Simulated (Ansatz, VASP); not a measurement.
Two plane-wave programs on BAs

```
B As
1.0
     0.00000    2.43535    2.43535
     2.43535    0.00000    2.43535
     2.43535    2.43535    0.00000
B As
1 1
Cartesian
  0.0000 0.0000 0.0000
  3.6530 3.6530 3.6530
```

Change from the starting cell: volume scaled by 1.06, PAW files.

Alike in both runs: task electric field gradients; functional LDA; k mesh 13 × 13 × 13; occupations fermi-dirac, width 0.05 eV; no spin polarisation.

```csv
,VASP,Ansatz
version,VASP 6.6.1,Ansatz 0.2.0
potentials or method,"VASP PAW LDA potentials, release 64 (B, As)","PAW with Ansatz's default frozen-core files, scalar-relativistic"
plane-wave cutoff (eV),520,420
valence electrons in the cell,8,18
```

|  | VASP | Ansatz | Ansatz less VASP |
| --- | --- | --- | --- |
| pressure (GPa) | -10.0 | -10.7 | -0.64 |

LDA's correlation is that of Perdew and Zunger in VASP and of Perdew and Wang (1992) in Ansatz. VASP's potentials hold 8 valence electrons a cell and Ansatz's 18, so a difference there can come from the potentials and not from the codes.
